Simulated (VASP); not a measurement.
# Mg in VASP: single point with PBE+D3(BJ)

Aim: the single point of Mg with PBE+D3(BJ).

Everything below comes from runs of VASP 6.6.1. Logs are shortened: lines on timing, memory, paths and dates and some standing lists are left out, and cuts for length are marked.

**1. The cell of the first run**

The cell holds a slab with vacuum, 3 atoms: a = 3.091 Å, b = 3.091 Å, c = 21.991 Å, α = 90.00°, β = 90.00°, γ = 120.00°.

**2. Single point, PBE+D3(BJ)**

INCAR reads:

```
SYSTEM = Mg
PREC = Accurate
ENCUT = 520
EDIFF = 1E-6
ISMEAR = 1
SIGMA = 0.1
LREAL = .False.
LASPH = .True.
NELM = 120
ALGO = Normal
ISIF = 2
LWAVE = .False.
LCHARG = .True.
LDIPOL = .True.
IDIPOL = 3
DIPOL = 0.5 0.5 0.439
GGA = PE
IVDW = 12
LELF = .True.
LVHAR = .True.
LVACPOTAV = .True.
NBANDS = 10
GGA_COMPAT = .False.
NELMDL = -8
```

KPOINTS reads:

```
regular mesh
0
Gamma
  12 12 1
  0 0 0
```

POSCAR reads:

```
Mg
1.0
    3.0912745319      0.0000000000      0.0000000000
   -1.5456372660      2.6771222747      0.0000000000
    0.0000000000      0.0000000000     21.9906306528
Mg
3
Direct
    0.6666666667      0.3333333333      0.3183173830
    0.3333333333      0.6666666667      0.4396085232
    0.6666666667      0.3333333333      0.5594582575
```

Potentials or basis: VASP PAW PBE potentials, release 64 (Mg).

Launch:

```
> cat potpaw_PBE.64/Mg/POTCAR > POTCAR
> mpirun -np 1 vasp_std > vasp.out
```

OUTCAR:

```text
SYSTEM = Mg
   PREC = Accurate
   ENCUT = 520
   EDIFF = 1E-6
   ISMEAR = 1
   LREAL = .False.
   LASPH = .True.
   NELM = 120
   ISIF = 2
   GGA = PE
   IVDW = 12
   NELMDL = -8
 IVDW          = 12

 ion  position               nearest neighbor table
   1  0.667  0.333  0.318-   2 3.21   2 3.21   2 3.21
   2  0.333  0.667  0.440-   3 3.18   3 3.18   3 3.18   1 3.21   1 3.21   1 3.21
   3  0.667  0.333  0.559-   2 3.18   2 3.18   2 3.18

  LATTYP: Found a hexagonal cell.
 ALAT       =     3.0912745319
 C/A-ratio  =     7.1137747314

  Lattice vectors:

 A1 = (   3.0912745319,   0.0000000000,   0.0000000000)
 A2 = (  -1.5456372660,   2.6771222747,   0.0000000000)
 A3 = (   0.0000000000,   0.0000000000,  21.9906306528)

Analysis of symmetry for initial positions (statically):
=====================================================================
 Subroutine PRICEL returns:
 Original cell was already a primitive cell.

 Routine SETGRP: Setting up the symmetry group for a
 hexagonal supercell.

 Subroutine GETGRP returns: Found  6 space group operations
 (whereof  6 operations were pure point group operations)
 out of a pool of 24 trial point group operations.

The static configuration has the point symmetry C_3v.

Analysis of symmetry for dynamics (positions and initial velocities):
=====================================================================
 Subroutine PRICEL returns:
 Original cell was already a primitive cell.

 Routine SETGRP: Setting up the symmetry group for a
 hexagonal supercell.

 Subroutine GETGRP returns: Found  6 space group operations
 (whereof  6 operations were pure point group operations)
 out of a pool of 24 trial point group operations.

The dynamic configuration has the point symmetry C_3v.

 Subroutine INISYM returns: Found  6 space group operations
 (whereof  6 operations are pure point group operations),
 and found     1 'primitive' translations

----------------------------------------------------------------------------------------

                                     Primitive cell

  volume of cell :     181.9883

  direct lattice vectors                    reciprocal lattice vectors
     3.091274532  0.000000000  0.000000000     0.323491165  0.186767711  0.000000000
    -1.545637266  2.677122275  0.000000000     0.000000000  0.373535423  0.000000000
     0.000000000  0.000000000 21.990630653     0.000000000  0.000000000  0.045473912

  length of vectors
     3.091274532  3.091274532 21.990630653     0.373535423  0.373535423  0.045473912

  position of ions in fractional coordinates (direct lattice)
     0.666666667  0.333333333  0.318317383
     0.333333333  0.666666667  0.439608523
     0.666666667  0.333333333  0.559458257

  ion indices of the primitive-cell ions
   primitive index   ion index
                 1           1
                 2           2
                 3           3

----------------------------------------------------------------------------------------

 KPOINTS: regular mesh

Automatic generation of k-mesh.
 Grid dimensions read from file:
 generate k-points for:   12   12    1

 Generating k-lattice:

  Cartesian coordinates                     Fractional coordinates (reciprocal lattice)
     0.026957597  0.015563976  0.000000000     0.083333333 -0.000000000  0.000000000
     0.000000000  0.031127952  0.000000000     0.000000000  0.083333333  0.000000000
     0.000000000  0.000000000  0.045473912     0.000000000  0.000000000  1.000000000

  Length of vectors
     0.031127952  0.031127952  0.045473912

  Shift w.r.t. Gamma in fractional coordinates (k-lattice)
     0.000000000  0.000000000  0.000000000

 Subroutine IBZKPT returns following result:
 ===========================================

 Found     19 irreducible k-points:

 Following reciprocal coordinates:
            Coordinates               Weight
  0.000000  0.000000  0.000000      1.000000
  0.083333  0.000000  0.000000      6.000000
  0.166667 -0.000000  0.000000      6.000000
  0.250000  0.000000  0.000000      6.000000
  0.333333  0.000000  0.000000      6.000000
  0.416667  0.000000  0.000000      6.000000
[... 11 lines left out ...]
  0.333333  0.250000  0.000000     12.000000
  0.333333  0.333333  0.000000      2.000000
   k-points           NKPTS =     19   k-points in BZ     NKDIM =     19   number of bands    NBANDS=     10
   number of dos      NEDOS =    301   number of ions     NIONS =      3
   total plane-waves  NPLWV =  96768
   dimension x,y,z NGX =    24 NGY =   24 NGZ =  168
   dimension x,y,z NGXF=    48 NGYF=   48 NGZF=  336
   ions per type =               3
   NGX,Y,Z   is equivalent  to a cutoff of  12.91, 12.91, 12.70 a.u.
   NGXF,Y,Z  is equivalent  to a cutoff of  25.81, 25.81, 25.40 a.u.
 SYSTEM =  Mg
   PREC   = accura    normal or accurate (medium, high low for compatibility)
   ISTART =      0    job   : 0-new  1-cont  2-samecut
   ICHARG =      2    charge: 1-file 2-atom 10-const
   ISPIN  =      1    spin polarized calculation?
   LNONCOLLINEAR =      F non collinear calculations
   LSORBIT =      F    spin-orbit coupling
   LASPH  =      T    aspherical Exc in radial PAW
   ENCUT  =  520.0 eV  38.22 Ry    6.18 a.u.   5.75  5.75 40.89*2*pi/ulx,y,z
   NELM   =    120;   NELMIN=  2; NELMDL= -8     # of ELM steps
   EDIFF  = 0.1E-05   stopping-criterion for ELM
   LREAL  =      F    real-space projection
   EDIFFG = 0.1E-04   stopping-criterion for IOM
   NSW    =      0    number of steps for IOM
   IBRION =     -1    ionic relax: 0-MD 1-quasi-New 2-CG
   NFREE  =      0    steps in history (QN), initial steepest desc. (CG)
   ISIF   =      2    stress and relaxation
   ISYM   =      2    0-nonsym 1-usesym 2-fastsym
   POTIM  = 0.5000    time-step for ionic-motion
   TEBEG  =    0.0;   TEEND  =   0.0 temperature during run
   PSTRESS=    0.0 pullay stress
   NELECT =       6.0000    total number of electrons
   NUPDOWN=      -1.0000    fix difference up-down
   EMIN   =  10.00;   EMAX   =-10.00  energy-range for DOS
   EFERMI =   0.00;   METHOD = LEGACY
   ISMEAR =     1;   SIGMA  =   0.10  broadening in eV -4-tet -1-fermi 0-gaus
   EFERMI_NEDOS =   21; number of points for ismear=-14 and -15
   IALGO  =     38    algorithm
   IMIX   =      4    mixing-type and parameters
     AMIX     =   0.40;   BMIX     =  1.00
     AMIX_MAG =   1.60;   BMIX_MAG =  1.00
  volume/ion in A,a.u.               =      60.66       409.37
  Fermi-wavevector in a.u.,A,eV,Ry     =   0.524941  0.991995  3.749268  0.275563
  Thomas-Fermi vector in A             =   1.544932
   LORBIT       =      0    0 simple, 1 ext, 2 COOP (PROOUT), +10 PAW based schemes
   GGA     = PE    functional components
   LHFCALC =     F    Hartree Fock is set to
   AEXX    =    0.0000 exact exchange contribution
   IVDW    =    12    specifies the selected vdW correction
   LEPSILON=     F    determine dielectric tensor
   LRPA    =     F    only Hartree local field effects (RPA)
 non-spin polarized calculation
 Methfessel and Paxton  Order N= 1 SIGMA  =   0.10
  energy-cutoff  :      520.00
  volume of cell :      181.99
 maximum number of plane-waves:      4920
 NGX is ok and might be reduce to    24
   NGX = 11   NGY = 11   NGZ = 81

 dipolmoment           0.000000      0.000000     -0.000144 electrons x Angstroem

 number of electron       6.0000000 magnetization

 dipolmoment           0.000000      0.000000      0.000130 electrons x Angstroem

 Free energy of the ion-electron system (eV)
  ---------------------------------------------------
  ext. energy  EPLUGINS =         0.00000000
  ---------------------------------------------------
  free energy    TOTEN  =        -3.91301730 eV

  energy without entropy =       -3.91458147  energy(sigma->0) =       -3.91353869

 E-fermi :  -1.3020     XC(G=0):  -3.9088

 val. band max:       -1.3968721475   @ k =   0.3333   0.3333   0.0000
 cond. band min:      -1.2682957665   @ k =   0.5000   0.0000   0.0000
 fundamental gap:      0.1285763809
 Fermi energy:        -1.3019511668

 k-point     1 :       0.0000    0.0000    0.0000
  band No.  band energies     occupation
      1      -8.0220      2.00000
      2      -6.7462      2.00000
      3      -4.7467      2.00000
      4      -2.4549      2.00000
      5       0.1160     -0.00000
      6       1.7916      0.00000
      7       2.3249      0.00000
      8       3.5312      0.00000
      9       3.5708      0.00000
     10       5.8561      0.00000

 k-point     2 :       0.0833    0.0000    0.0000
  band No.  band energies     occupation
      1      -7.8763      2.00000
      2      -6.6017      2.00000
      3      -4.6028      2.00000
      4      -2.3185      2.00000
      5       0.2541     -0.00000
      6       1.9331      0.00000
      7       2.4687      0.00000
      8       3.6725      0.00000
      9       3.7101      0.00000
     10       5.9888      0.00000

 k-point     3 :       0.1667   -0.0000    0.0000
  band No.  band energies     occupation
      1      -7.4406      2.00000
      2      -6.1695      2.00000
      3      -4.1732      2.00000
      4      -1.9091      2.00000
      5       0.6634     -0.00000
      6       2.3544      0.00000
      7       2.8986      0.00000
      8       4.0908      0.00000
      9       4.1195      0.00000
     10       5.8029      0.00000
[... 183 lines left out ...]
 k-point    18 :       0.3333    0.2500    0.0000
  band No.  band energies     occupation
      1      -2.8033      2.00000
      2      -1.6294      2.00004
      3      -1.2314      0.07660
      4       0.0593     -0.00000
      5       0.0939     -0.00000
      6       0.8711      0.00000
      7       1.9697      0.00000
      8       2.4451      0.00000
      9       2.6726      0.00000
     10       3.9604      0.00000

 k-point    19 :       0.3333    0.3333    0.0000
  band No.  band energies     occupation
      1      -1.4486      2.05823
      2      -1.3969      2.03804
      3      -1.1572     -0.05982
      4      -0.5607     -0.00000
      5      -0.3088     -0.00000
      6       0.9752      0.00000
      7       1.4477      0.00000
      8       2.4678      0.00000
      9       2.6989      0.00000
     10       3.9574      0.00000

------------------------ aborting loop because EDIFF is reached ----------------------------------------

 Edisp (eV)   -0.64225

 E8    (eV) :    -0.2931

  FORCE on cell =-STRESS in cart. coord.  units (eV):
  Direction    XX          YY          ZZ          XY          YZ          ZX
  --------------------------------------------------------------------------------------
  -------------------------------------------------------------------------------------
  Total      -0.45975    -0.45975     0.03025     0.00000     0.00000     0.00000
  in kB      -4.04751    -4.04751     0.26627     0.00000     0.00000     0.00000
  external pressure =       -2.61 kB  Pullay stress =        0.00 kB

 VOLUME and BASIS-vectors are now :
 -----------------------------------------------------------------------------
  energy-cutoff  :      520.00
  volume of cell :      181.99
      direct lattice vectors                 reciprocal lattice vectors
     3.091274532  0.000000000  0.000000000     0.323491165  0.186767711  0.000000000
    -1.545637266  2.677122275  0.000000000     0.000000000  0.373535423  0.000000000
     0.000000000  0.000000000 21.990630653     0.000000000  0.000000000  0.045473912

 POSITION                                       TOTAL-FORCE (eV/Angst)
 -----------------------------------------------------------------------------------
      1.54564      0.89237      7.00000        -0.000000     -0.000000      0.016147
     -0.00000      1.78475      9.66727         0.000000      0.000000     -0.046183
      1.54564      0.89237     12.30284         0.000000     -0.000000      0.030036
 -----------------------------------------------------------------------------------
    total drift:                                0.000000     -0.000000      0.000001

  FREE ENERGIE OF THE ION-ELECTRON SYSTEM (eV)
  ---------------------------------------------------
  free  energy   TOTEN  =        -4.5552682126 eV

  energy  without entropy=       -4.5568323869  energy(sigma->0) =       -4.55578960

 vacuum level on the upper side and lower side of the slab         2.492         2.489
```

Run time: 1.8 min. Hardware: 1 thread of Intel Xeon 8259CL, shared host; peak memory 0.3 GiB.

What came out:

* Free energy: -4.5553 eV
* Largest force: 0.046 eV/Å
* Band gap on the k mesh: zero (band 3 reaches -1.09 eV, above the bottom of band 4 at -2.45 eV)
* Dispersion energy per atom: -0.214 eV

Forces on the atoms (eV/Å):
```
Mg   0.000  0.000  0.016
Mg   0.000  0.000 -0.046
Mg   0.000  0.000  0.030
```

Levels at points of the mesh, in eV from the Fermi level:
| k point | band 1 | band 2 | band 3 | band 4 | band 5 | band 6 | band 7 |
| --- | --- | --- | --- | --- | --- | --- | --- |
| (0.00, 0.00, 0.00) | -6.72 | -5.44 | -3.44 | -1.15 | 1.42 | 3.09 | 3.63 |
| (0.50, 0.00, 0.00) | -1.73 | -1.55 | -0.73 | 0.03 | 1.47 | 1.89 | 3.69 |
